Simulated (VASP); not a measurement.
# Au (Fm-3m) in VASP: further runs

Au is run at these levels: PBEsol; tasks: single point, relaxation of volume and atoms at fixed shape.

All numbers are computed with VASP 6.6.1; they aren't measurements. Logs are shortened: lines on timing, memory, paths and dates and some standing lists are left out, and cuts for length are marked.

### Step 1. The cell of the first run

Symmetry: Fm-3m, No. 225, cubic system. Conventional cell: a = 4.082 Å, b = 4.082 Å, c = 4.082 Å, α = 90.00°, β = 90.00°, γ = 90.00°. Au (site symmetry m-3m) has 12 Au at 2.89 Å within 3.8 Å.

### Step 2. Single point, PBEsol

INCAR reads:

```
  ALGO = Normal
  EDIFF = 1E-6
  ENCUT = 520
  GGA = PS
  ISIF = 2
  ISMEAR = -1
  LASPH = T
  LCHARG = F
  LREAL = F
  LWAVE = F
  NBANDS = 12
  NELM = 80
  PREC = Accurate
  SIGMA = 0.1
```

KPOINTS reads:

```
k-points
0
Gamma
  17 17 17
```

POSCAR reads:

```
Au
1.0
    0.0000000000      2.0411793336      2.0411793336
    2.0411793336      0.0000000000      2.0411793336
    2.0411793336      2.0411793336      0.0000000000
Au
1
Direct
    0.0000000000      0.0000000000      0.0000000000
```

Potentials or basis: VASP PAW PBE potentials, release 64 (Au).

Run with:

```console
$ cat potpaw_PBE.64/Au/POTCAR > POTCAR
$ mpirun -np 1 vasp_std > vasp.out
```

OUTCAR:

```text
EDIFF = 1E-6
   ENCUT = 520
   GGA = PS
   ISIF = 2
   ISMEAR = -1
   LASPH = T
   LREAL = F
   NELM = 80
   PREC = Accurate

 ion  position               nearest neighbor table
   1  0.000  0.000  0.000-

  LATTYP: Found a face centered cubic cell.
 ALAT       =     4.0823586672

  Lattice vectors:

 A1 = (   0.0000000000,   2.0411793336,   2.0411793336)
 A2 = (   2.0411793336,   0.0000000000,   2.0411793336)
 A3 = (   2.0411793336,   2.0411793336,   0.0000000000)

Analysis of symmetry for initial positions (statically):
=====================================================================
 Subroutine PRICEL returns:
 Original cell was already a primitive cell.

 Routine SETGRP: Setting up the symmetry group for a
 face centered cubic supercell.

 Subroutine GETGRP returns: Found 48 space group operations
 (whereof 48 operations were pure point group operations)
 out of a pool of 48 trial point group operations.

The static configuration has the point symmetry O_h .

Analysis of symmetry for dynamics (positions and initial velocities):
=====================================================================
 Subroutine PRICEL returns:
 Original cell was already a primitive cell.

 Routine SETGRP: Setting up the symmetry group for a
 face centered cubic supercell.

 Subroutine GETGRP returns: Found 48 space group operations
 (whereof 48 operations were pure point group operations)
 out of a pool of 48 trial point group operations.

The dynamic configuration has the point symmetry O_h .

 Subroutine INISYM returns: Found 48 space group operations
 (whereof 48 operations are pure point group operations),
 and found     1 'primitive' translations

----------------------------------------------------------------------------------------

                                     Primitive cell

  volume of cell :      17.0088

  direct lattice vectors                    reciprocal lattice vectors
     0.000000000  2.041179334  2.041179334    -0.244956429  0.244956429  0.244956429
     2.041179334  0.000000000  2.041179334     0.244956429 -0.244956429  0.244956429
     2.041179334  2.041179334  0.000000000     0.244956429  0.244956429 -0.244956429

  length of vectors
     2.886663497  2.886663497  2.886663497     0.424276980  0.424276980  0.424276980

  position of ions in fractional coordinates (direct lattice)
     0.000000000  0.000000000  0.000000000

  ion indices of the primitive-cell ions
   primitive index   ion index
                 1           1

----------------------------------------------------------------------------------------

 KPOINTS: k-points

Automatic generation of k-mesh.
 Grid dimensions read from file:
 generate k-points for:   17   17   17

 Generating k-lattice:

  Cartesian coordinates                     Fractional coordinates (reciprocal lattice)
    -0.014409202  0.014409202  0.014409202     0.058823529  0.000000000  0.000000000
     0.014409202 -0.014409202  0.014409202     0.000000000  0.058823529  0.000000000
     0.014409202  0.014409202 -0.014409202     0.000000000  0.000000000  0.058823529

  Length of vectors
     0.024957469  0.024957469  0.024957469

  Shift w.r.t. Gamma in fractional coordinates (k-lattice)
     0.000000000  0.000000000  0.000000000

 Subroutine IBZKPT returns following result:
 ===========================================

 Found    165 irreducible k-points:

 Following reciprocal coordinates:
            Coordinates               Weight
  0.000000  0.000000  0.000000      1.000000
  0.058824  0.000000  0.000000      8.000000
  0.117647  0.000000  0.000000      8.000000
  0.176471  0.000000  0.000000      8.000000
  0.235294  0.000000  0.000000      8.000000
  0.294118  0.000000  0.000000      8.000000
[... 16 lines left out ...]
 -0.176471  0.058824  0.000000     24.000000
 -0.117647  0.058824  0.000000     24.000000
 [... further k-points ...]
   k-points           NKPTS =    165   k-points in BZ     NKDIM =    165   number of bands    NBANDS=     12
   number of dos      NEDOS =    301   number of ions     NIONS =      1
   total plane-waves  NPLWV =  13824
   dimension x,y,z NGX =    24 NGY =   24 NGZ =   24
   dimension x,y,z NGXF=    48 NGYF=   48 NGZF=   48
   ions per type =               1
   NGX,Y,Z   is equivalent  to a cutoff of  13.82, 13.82, 13.82 a.u.
   NGXF,Y,Z  is equivalent  to a cutoff of  27.64, 27.64, 27.64 a.u.
 SYSTEM =  unknown system
   PREC   = accura    normal or accurate (medium, high low for compatibility)
   ISTART =      0    job   : 0-new  1-cont  2-samecut
   ICHARG =      2    charge: 1-file 2-atom 10-const
   ISPIN  =      1    spin polarized calculation?
   LNONCOLLINEAR =      F non collinear calculations
   LSORBIT =      F    spin-orbit coupling
   LASPH  =      T    aspherical Exc in radial PAW
   ENCUT  =  520.0 eV  38.22 Ry    6.18 a.u.   5.37  5.37  5.37*2*pi/ulx,y,z
   NELM   =     80;   NELMIN=  2; NELMDL= -5     # of ELM steps
   EDIFF  = 0.1E-05   stopping-criterion for ELM
   LREAL  =      F    real-space projection
   EDIFFG = 0.1E-04   stopping-criterion for IOM
   NSW    =      0    number of steps for IOM
   IBRION =     -1    ionic relax: 0-MD 1-quasi-New 2-CG
   NFREE  =      0    steps in history (QN), initial steepest desc. (CG)
   ISIF   =      2    stress and relaxation
   ISYM   =      2    0-nonsym 1-usesym 2-fastsym
   POTIM  = 0.5000    time-step for ionic-motion
   TEBEG  =    0.0;   TEEND  =   0.0 temperature during run
   PSTRESS=    0.0 pullay stress
   NELECT =      11.0000    total number of electrons
   NUPDOWN=      -1.0000    fix difference up-down
   EMIN   =  10.00;   EMAX   =-10.00  energy-range for DOS
   EFERMI =   0.00;   METHOD = LEGACY
   ISMEAR =    -1;   SIGMA  =   0.10  broadening in eV -4-tet -1-fermi 0-gaus
   EFERMI_NEDOS =   21; number of points for ismear=-14 and -15
   IALGO  =     38    algorithm
   IMIX   =      4    mixing-type and parameters
     AMIX     =   0.40;   BMIX     =  1.00
     AMIX_MAG =   1.60;   BMIX_MAG =  1.00
  volume/ion in A,a.u.               =      17.01       114.78
  Fermi-wavevector in a.u.,A,eV,Ry     =   1.415733  2.675347 27.270141  2.004299
  Thomas-Fermi vector in A             =   2.537140
   LORBIT       =      0    0 simple, 1 ext, 2 COOP (PROOUT), +10 PAW based schemes
   GGA     = PS    functional components
   LHFCALC =     F    Hartree Fock is set to
   AEXX    =    0.0000 exact exchange contribution
   IVDW    =     0    specifies the selected vdW correction
   LEPSILON=     F    determine dielectric tensor
   LRPA    =     F    only Hartree local field effects (RPA)
 non-spin polarized calculation
  energy-cutoff  :      520.00
  volume of cell :       17.01
 maximum number of plane-waves:       473
 NGX is ok and might be reduce to    24
   NGX = 11   NGY = 11   NGZ = 11

 number of electron      11.0000000 magnetization

 Free energy of the ion-electron system (eV)
  ---------------------------------------------------
  ext. energy  EPLUGINS =         0.00000000
  ---------------------------------------------------
  free energy    TOTEN  =        -3.92854348 eV

  energy without entropy =       -3.91899440  energy(sigma->0) =       -3.92376894

 E-fermi :   9.3800     XC(G=0): -12.8968

 val. band max:        9.3011009265   @ k =   0.4706   0.1765   0.0000
 cond. band min:       9.3959931403   @ k =  -0.4118   0.1176   0.0000
 fundamental gap:      0.0948922139
 Fermi energy:         9.3800113350

 k-point     1 :       0.0000    0.0000    0.0000
  band No.  band energies     occupation
      1      -0.6311      2.00000
      2       4.6185      2.00000
      3       4.6185      2.00000
      4       4.6185      2.00000
      5       6.1531      2.00000
      6       6.1531      2.00000
      7      23.8082      0.00000
      8      27.8133      0.00000
      9      27.8133      0.00000
     10      27.8133      0.00000
     11      32.6867      0.00000
     12      37.3698      0.00000

 k-point     2 :       0.0588    0.0000    0.0000
  band No.  band energies     occupation
      1      -0.5099      2.00000
      2       4.5779      2.00000
      3       4.6606      2.00000
      4       4.6606      2.00000
      5       6.1337      2.00000
      6       6.1337      2.00000
      7      23.9529      0.00000
      8      27.0202      0.00000
      9      27.9584      0.00000
     10      27.9584      0.00000
     11      33.3562      0.00000
     12      35.9338      0.00000

 k-point     3 :       0.1176    0.0000    0.0000
  band No.  band energies     occupation
      1      -0.1572      2.00000
      2       4.4775      2.00000
      3       4.7684      2.00000
      4       4.7684      2.00000
      5       6.0966      2.00000
      6       6.0966      2.00000
      7      24.2562      0.00000
      8      25.4370      0.00000
      9      28.3651      0.00000
     10      28.3651      0.00000
     11      32.9175      0.00000
     12      35.2132      0.00000

 k-point     4 :       0.1765    0.0000    0.0000
  band No.  band energies     occupation
      1       0.3869      2.00000
      2       4.3823      2.00000
      3       4.8800      2.00000
      4       4.8800      2.00000
      5       6.1085      2.00000
      6       6.1085      2.00000
      7      23.1755      0.00000
      8      24.9426      0.00000
      9      28.9217      0.00000
     10      28.9217      0.00000
     11      31.4765      0.00000
     12      33.6468      0.00000

 k-point     5 :       0.2353    0.0000    0.0000
  band No.  band energies     occupation
      1       1.0251      2.00000
      2       4.4181      2.00000
      3       4.9102      2.00000
      4       4.9102      2.00000
      5       6.2553      2.00000
      6       6.2553      2.00000
      7      21.0248      0.00000
      8      24.9541      0.00000
      9      29.2783      0.00000
     10      29.2783      0.00000
     11      30.9759      0.00000
     12      32.4671      0.00000

 k-point     6 :       0.2941    0.0000    0.0000
  band No.  band energies     occupation
      1       1.5700      2.00000
      2       4.7907      2.00000
      3       4.8433      2.00000
      4       4.8433      2.00000
      5       6.5403      2.00000
      6       6.5403      2.00000
      7      18.7133      0.00000
      8      24.5255      0.00000
      9      28.7893      0.00000
     10      28.7893      0.00000
     11      31.6225      0.00000
     12      32.3820      0.00000

 k-point     7 :       0.3529    0.0000    0.0000
  band No.  band energies     occupation
      1       1.8588      2.00000
      2       4.7370      2.00000
      3       4.7370      2.00000
      4       5.6571      2.00000
      5       6.8771      2.00000
      6       6.8771      2.00000
      7      16.3971      0.00000
      8      23.9610      0.00000
      9      27.7970      0.00000
     10      27.7970      0.00000
     11      32.9348      0.00000
     12      33.0419      0.00000

 k-point     8 :       0.4118    0.0000    0.0000
  band No.  band energies     occupation
      1       1.9457      2.00000
      2       4.6430      2.00000
      3       4.6430      2.00000
      4       6.8939      2.00000
      5       7.1690      2.00000
      6       7.1690      2.00000
      7      14.2473      0.00000
      8      23.5146      0.00000
      9      26.9455      0.00000
     10      26.9455      0.00000
     11      33.7444      0.00000
     12      33.7444      0.00000
[... 166 lines left out ...]
 k-point    20 :      -0.3529    0.0588    0.0000
  band No.  band energies     occupation
      1       2.0014      2.00000
      2       4.6646      2.00000
      3       4.7554      2.00000
      4       5.7264      2.00000
      5       6.8091      2.00000
      6       7.4871      2.00000
      7      15.7051      0.00000
      8      23.8478      0.00000
      9      26.2466      0.00000
     10      28.0187      0.00000
     11      32.5453      0.00000
     12      33.5842      0.00000

 k-point    21 :      -0.2941    0.0588    0.0000
  band No.  band energies     occupation
      1       1.7997      2.00000
      2       4.7264      2.00000
      3       4.8647      2.00000
      4       4.9268      2.00000
      5       6.4340      2.00000
      6       7.0187      2.00000
      7      17.9923      0.00000
      8      24.3455      0.00000
      9      26.9172      0.00000
     10      29.4427      0.00000
     11      31.2027      0.00000
     12      32.6883      0.00000

 k-point    22 :      -0.2353    0.0588    0.0000
  band No.  band energies     occupation
      1       1.3308      2.00000
      2       4.3776      2.00000
      3       4.9122      2.00000
      4       4.9599      2.00000
      5       6.1019      2.00000
      6       6.6365      2.00000
      7      20.3242      0.00000
      8      24.8125      0.00000
      9      27.6375      0.00000
     10      30.1515      0.00000
     11      30.7862      0.00000
     12      31.9820      0.00000

 k-point    23 :      -0.1765    0.0588    0.0000
  band No.  band energies     occupation
      1       0.6978      2.00000
      2       4.2921      2.00000
      3       4.9394      2.00000
      4       4.9598      2.00000
      5       5.9266      2.00000
      6       6.3615      2.00000
      7      22.5479      0.00000
      8      24.9579      0.00000
      9      27.8536      0.00000
     10      30.1929      0.00000
     11      30.2996      0.00000
     12      33.4105      0.00000

 k-point    24 :      -0.1176    0.0588    0.0000
  band No.  band energies     occupation
      1       0.1092      2.00000
      2       4.3784      2.00000
      3       4.8444      2.00000
      4       4.8707      2.00000
      5       5.9416      2.00000
      6       6.2235      2.00000
      7      24.3087      0.00000
      8      24.9187      0.00000
      9      27.6320      0.00000
     10      29.2432      0.00000
     11      31.7719      0.00000
     12      34.6678      0.00000

 [... further k-points ...]
[... 5 lines left out ...]
  --------------------------------------------------------------------------------------
  -------------------------------------------------------------------------------------
  Total       -0.0298656     -0.0298656     -0.0298656      0.0000000     -0.0000000      0.0000000
  in kB       -2.8132480     -2.8132480     -2.8132480      0.0000000     -0.0000000      0.0000000
  external PRESSURE =      -2.8132480 kB  Pullay stress =       0.0000000 kB

 VOLUME and BASIS-vectors are now :
 -----------------------------------------------------------------------------
  energy-cutoff  :      520.00
  volume of cell :       17.01
      direct lattice vectors                 reciprocal lattice vectors
     0.000000000  2.041179334  2.041179334    -0.244956429  0.244956429  0.244956429
     2.041179334  0.000000000  2.041179334     0.244956429 -0.244956429  0.244956429
     2.041179334  2.041179334  0.000000000     0.244956429  0.244956429 -0.244956429

 POSITION                                       TOTAL-FORCE (eV/Angst)
 -----------------------------------------------------------------------------------
      0.00000      0.00000      0.00000        -0.000000     -0.000000     -0.000000
 -----------------------------------------------------------------------------------
    total drift:                               -0.000000     -0.000000     -0.000000

  FREE ENERGIE OF THE ION-ELECTRON SYSTEM (eV)
  ---------------------------------------------------
  free  energy   TOTEN  =        -3.9285434834 eV

  energy  without entropy=       -3.9189943998  energy(sigma->0) =       -3.92376894
```

It took 14 s on 1 thread of AMD EPYC 9R45 (Zen 5), shared host; peak memory 0.13 GiB.

What came out:

- Free energy: -3.9285 eV
- Pressure: -0.3 GPa

Caveat: the PAW data sets were made with another functional, which shifts forces and pressure a little; spin-orbit coupling is left out, which moves the levels of the heavy elements.

### Step 3. Relaxation of volume and atoms at fixed shape, PBEsol

This run uses another cell than the first one, of 16.85 Å³/atom, 0.991 times its volume.

INCAR reads:

```
SYSTEM = Au
ALGO = Normal
EDIFF = 1E-7
EDIFFG = -0.03
ENCUT = 600
GGA = PS
IBRION = 2
ISIF = 8
ISMEAR = -1
LASPH = .True.
LCHARG = .False.
LREAL = .False.
LWAVE = .False.
NELM = 100
NSW = 80
PREC = Accurate
SIGMA = 0.1
```

KPOINTS reads:

```
k-points
0
Gamma
  17 17 17
  0 0 0
```

POSCAR reads:

```
Au
1.0
    0.0000000000      2.0350000000      2.0350000000
    2.0350000000      0.0000000000      2.0350000000
    2.0350000000      2.0350000000      0.0000000000
Au
1
Direct
    0.0000000000      0.0000000000      0.0000000000
```

Potentials or basis: VASP PAW PBE potentials, release 64 (Au).

Run with:

```console
$ cat potpaw_PBE.64/Au/POTCAR > POTCAR
$ mpirun -np 1 vasp_std > vasp.out
```

Wall time 26 s (1 thread of AMD EPYC 9R45 (Zen 5), shared host); peak memory 0.14 GiB.

It converged, with:

```
Free energy                            : -3.9284 eV
Relaxed volume                         : 16.99 Å³/atom
Relaxed cell                           : a = 2.886 Å, b = 2.886 Å, c = 2.886 Å, α = 60.00°, β = 60.00°, γ = 60.00°
Space group after relaxing (to 0.05 Å) : Fm-3m (No. 225)
Energy gained by relaxing              : 0.6 meV/atom
Ionic steps                            : 3
Pressure after relaxing                : 0.0 GPa
```

Step by step:
```csv
step,energy change (eV),largest force (eV/Å),pressure (GPa),volume (Å³)
1,0.0000,0.0000,1.44,16.85
2,0.0011,0.0000,-2.33,17.23
3,-0.0006,0.0000,0.00,16.99
```

Final structure:
```xyz
1
Lattice="0.0000 2.0404 2.0404 2.0404 0.0000 2.0404 2.0404 2.0404 0.0000" Properties=species:S:1:pos:R:3 pbc="T T T"
Au    0.0000    0.0000    0.0000
```

Levels at points of the mesh, in eV from the Fermi level:
```csv
k point,band 4,band 5,band 6,band 7,band 8,band 9
"(0.00, 0.00, 0.00)",-4.77,-3.23,-3.23,14.43,18.44,18.44
```

Caveat: the PAW data sets were made with another functional, which shifts forces and pressure a little; spin-orbit coupling is left out, which moves the levels of the heavy elements. Zero-point motion and thermal expansion aren't in these numbers.
